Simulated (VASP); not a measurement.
Ni, 2 atoms in the cell. Symmetry: Fm-3m, No. 225, cubic system. The conventional cell has a = 3.545 Å, b = 3.545 Å, c = 3.545 Å, α = 90.00°, β = 90.00°, γ = 90.00°. Ni (site symmetry m-3m) has 12 Ni at 2.51 Å within 3.3 Å. 

- Program: VASP 6.6.1
- Task: single point
- Functional: PBE
- Potentials or basis: VASP PAW PBE potentials, release 64 (Ni)
- Cutoff: 520 eV
- k mesh: 8 × 14 × 11
- Occupations: fermi-dirac, width 0.1 eV
- Spin: collinear spin, ferromagnetic start
- Starting moments: [2.0, 2.0] μB
- Dipole correction: no
- Further INCAR settings: ALGO = Normal; EDIFF = 1e-07; NBANDS = 21; ISYM = 0

Potentials or basis: VASP PAW PBE potentials, release 64 (Ni).

Launch:

```sh
$ cat potpaw_PBE.64/Ni/POTCAR > POTCAR
$ mpirun -np 1 vasp_std > vasp.out
```

Hardware: 1 thread of Intel Xeon 8259CL, with other jobs on the host.

Task: Estimate the wall time of this run.

Result: Wall time 9.4 min on 1 thread of Intel Xeon 8259CL, on a shared host, peak memory 0.47 GiB. Counts: scf iterations 15, k points 618.
